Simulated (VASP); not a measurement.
Input of a VASP 6.6.1 run:

The input INCAR:

```
  PREC = Accurate
  ENCUT = 520
  EDIFF = 1E-7
  ISMEAR = -1
  SIGMA = 0.05
  LREAL = False
  LASPH = True
  NELM = 150
  ALGO = Normal
  ISIF = 2
  LWAVE = False
  LCHARG = True
  ISPIN = 2
  MAGMOM = 1 -1 0 0
  LORBIT = 11
  LMAXMIX = 4
  GGA = PS
  LELF = True
  LVHAR = True
  NBANDS = 28
```

File KPOINTS:

```
Automatic mesh
0
Gamma
  9 9 6
```

POSCAR

```
CoNiO2
1.0
    3.0143330000      0.0000000000      0.0000000000
    0.0000000000      3.0143330000      0.0000000000
    0.0000000000      0.0000000000      4.2222850000
Ni Co O
1 1 2
Direct
    0.0000000000      0.0000000000      0.0000000000
    0.5000000000      0.5000000000      0.5000000000
    0.0000000000      0.0000000000      0.5000000000
    0.5000000000      0.5000000000      0.0000000000
```

Potentials or basis: VASP PAW PBE potentials, release 64 (Ni, Co, O).

Command:

```sh
$ cat potpaw_PBE.64/Ni/POTCAR potpaw_PBE.64/Co/POTCAR potpaw_PBE.64/O/POTCAR > POTCAR
$ mpirun -np 1 vasp_std > vasp.out
```

(1) Estimate the net moment.

(2) Estimate the site moments.

(3) Estimate the pressure.

Answers

(1) -1.58 μB per cell.

(2) Ni +0.99; Co -2.43; O -0.14, +0.02 μB.

(3) -13.9 GPa.

Caveat: the cell stands under tension; the PAW data sets were made with another functional, which shifts forces and pressure a little.
